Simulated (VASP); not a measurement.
Crystal: BN.

```
B N
1.0
     2.53600    0.00000    0.00000
    -1.26800    2.19624    0.00000
     0.00000    0.00000    4.19900
B N
2 2
Direct
  0.66667 0.33333 0.00000
  0.33333 0.66667 0.50000
  0.66667 0.33333 0.37500
  0.33333 0.66667 0.87500
```

| Quantity | Value |
| --- | --- |
| Program | VASP 6.6.1 |
| Task | relaxation of cell and atoms |
| Functional | RPBE |
| Potentials or basis | VASP PAW PBE potentials, release 64 (B, N) |
| Cutoff | 600 eV |
| k mesh | 12 × 12 × 6 |
| Occupations | gaussian, width 0.01 eV |
| Spin | no spin polarisation |

At the start: pressure 14.0 GPa; volume 5.85 Å³/atom.

Task: How do energy, volume and symmetry change on relaxing?

Result: Over 6 steps the energy falls by 9.2 meV/atom and the volume is 6.06 Å³/atom (+3.6 %); space group P6_3mc (No. 186, to 0.05 Å).

The path:
```csv
step,energy change (eV),largest force (eV/Å),pressure (GPa),volume (Å³)
1,0.0000,0.0624,14.01,23.39
2,-0.0001,0.1234,-12.39,25.16
3,-0.0368,0.0391,-0.03,24.25
4,-0.0368,0.0372,0.23,24.24
5,-0.0368,0.0361,0.14,24.24
6,-0.0369,0.0013,0.19,24.24
```

Final structure:
```yaml
crystal:
  lattice:
    - [2.56770, 0.00000, 0.00000]
    - [-1.28385, 2.22369, 0.00000]
    - [0.00000, 0.00000, 4.24535]
  atoms:
    - { symbol: B, position: [0.66667, 0.33333, 0.00015] }
    - { symbol: B, position: [0.33333, 0.66667, 0.50015] }
    - { symbol: N, position: [0.66667, 0.33333, 0.37485] }
    - { symbol: N, position: [0.33333, 0.66667, 0.87485] }
```

Caveat: the PAW data sets were made with another functional, which shifts forces and pressure a little.
